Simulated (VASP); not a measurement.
Write the native input for VASP 6.6.1 that does the following.

```yaml
Task: single point
Functional: r2SCAN
Potentials_or_basis: VASP PAW PBE potentials, release 64 (In_d, As)
Cutoff: 520 eV
k_mesh: 8 × 8 × 8
Occupations: fermi-dirac, width 0.02 eV
Spin: no spin polarisation
Dipole_correction: no
Further_INCAR_settings: ALGO = Normal; EDIFF = 1e-07; NBANDS = 16
```

InAs:

```xyz
2
Lattice="0.0000 3.0546 3.0546 3.0546 0.0000 3.0546 3.0546 3.0546 0.0000" Properties=species:S:1:pos:R:3 pbc="T T T"
In    0.0000    0.0000    0.0000
As    1.5273    1.5273    1.5273
```

These files were run (other wordings do the same):

POSCAR

```
InAs
1.0
    0.0000000000      3.0545904688      3.0545904688
    3.0545904688      0.0000000000      3.0545904688
    3.0545904688      3.0545904688      0.0000000000
In As
1 1
Direct
    0.0000000000      0.0000000000      0.0000000000
    0.2500000000      0.2500000000      0.2500000000
```

INCAR.step1

```
PREC = Accurate ; ENCUT = 520
ISMEAR = -1 ; SIGMA = 0.02
LREAL = F ; LASPH = T
NELM = 60 ; NBANDS = 16
GGA = PE ; ALGO = Normal
EDIFF = 1E-4 ; LWAVE = T
LCHARG = F
```

INCAR.step2

```
PREC = Accurate ; ENCUT = 520
EDIFF = 1E-7 ; ISMEAR = -1
SIGMA = 0.02 ; LREAL = F
LASPH = T ; NELM = 60
ALGO = Normal ; ISIF = 2
LWAVE = F ; LCHARG = F
METAGGA = R2SCAN ; LMIXTAU = T
NBANDS = 16 ; ISTART = 1
```

KPOINTS

```
Automatic mesh
0
Gamma
  8 8 8
```

Potentials or basis: VASP PAW PBE potentials, release 64 (In_d, As).

Launch:

```console
$ cat potpaw_PBE.64/In_d/POTCAR potpaw_PBE.64/As/POTCAR > POTCAR
$ cp INCAR.step1 INCAR
$ mpirun -np 1 vasp_std > vasp.out
$ cp INCAR.step2 INCAR
$ mpirun -np 1 vasp_std > vasp.out
```

It gave:

- Pressure: 0.0 GPa
- Band gap on the k mesh: 0.08 eV, direct

Caveat: the PAW data sets were made with another functional, which shifts forces and pressure a little; spin-orbit coupling is left out, which moves the levels of the heavy elements.

It took 100 s on 1 thread of AMD EPYC 7R43 64-Core Processor (Zen 3), on a shared host, peak memory 0.17 GiB.
